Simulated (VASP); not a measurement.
Write the native input for VASP 6.6.1 that does the following.

```yaml
Task: relaxation of cell and atoms
Functional: PBE
Potentials_or_basis: VASP PAW PBE potentials, release 64 (Be, Cd, S)
Cutoff: 600 eV
k_mesh: 6 × 6 × 4
Occupations: gaussian, width 0.1 eV
Spin: no spin polarisation
Dipole_correction: no
Further_INCAR_settings: ALGO = Normal; EDIFF = 1e-06; IBRION = 2; EDIFFG = -0.04; NSW = 90; ISIF = 3
```

The structure of Be2CdS2 lies in POSCAR:

```
Be2CdS2
1.0
    3.5962109200      0.0000000000      0.0000000000
   -1.7981054600      3.1144100100      0.0000000000
    0.0000000000      0.0000000000      6.1945983100
Be Cd S
2 1 2
Direct
    0.3333333300      0.6666666700      0.3772999900
    0.6666666700      0.3333333300      0.6227000100
    0.0000000000      0.0000000000      0.0000000000
    0.3333333300      0.6666666700      0.7346000100
    0.6666666700      0.3333333300      0.2653999900
```

One way to write it, as run:

INCAR

```
PREC = Accurate ; ENCUT = 600
EDIFF = 1E-6 ; ISMEAR = 0
SIGMA = 0.1 ; LREAL = False
LASPH = True ; NELM = 80
ALGO = Normal ; ISIF = 3
LWAVE = False ; LCHARG = False
GGA = PE ; IBRION = 2
NSW = 90 ; EDIFFG = -0.04
```

KPOINTS

```
regular mesh
0
Gamma
  6 6 4
```

Potentials or basis: VASP PAW PBE potentials, release 64 (Be, Cd, S).

Command:

```sh
$ cat potpaw_PBE.64/Be/POTCAR potpaw_PBE.64/Cd/POTCAR potpaw_PBE.64/S/POTCAR > POTCAR
$ mpirun -np 1 vasp_std > vasp.out
```

Results of the run:

```json
{
  "Relaxed volume": "19.61 Å³/atom",
  "Relaxed cell": "a = 3.440 Å, b = 3.440 Å, c = 9.563 Å, α = 90.00°, β = 90.00°, γ = 120.00°",
  "Space group after relaxing (to 0.05 Å)": "P-3m1 (No. 164)",
  "Energy gained by relaxing": "741.3 meV/atom",
  "Ionic steps": "19",
  "Pressure after relaxing": "0.0 GPa",
  "Largest force after relaxing": "0.024 eV/Å",
  "Band gap on the k mesh": "zero (band 14 reaches 4.15 eV, above the bottom of band 15 at 3.77 eV)"
}
```

Caveat: the volume moved by over 15 % at a fixed basis, so the end points are rough.

It took 3.6 min on 1 thread of Intel(R) Xeon(R) 6975P-C (Granite Rapids) (shared host), peak memory 0.23 GiB.
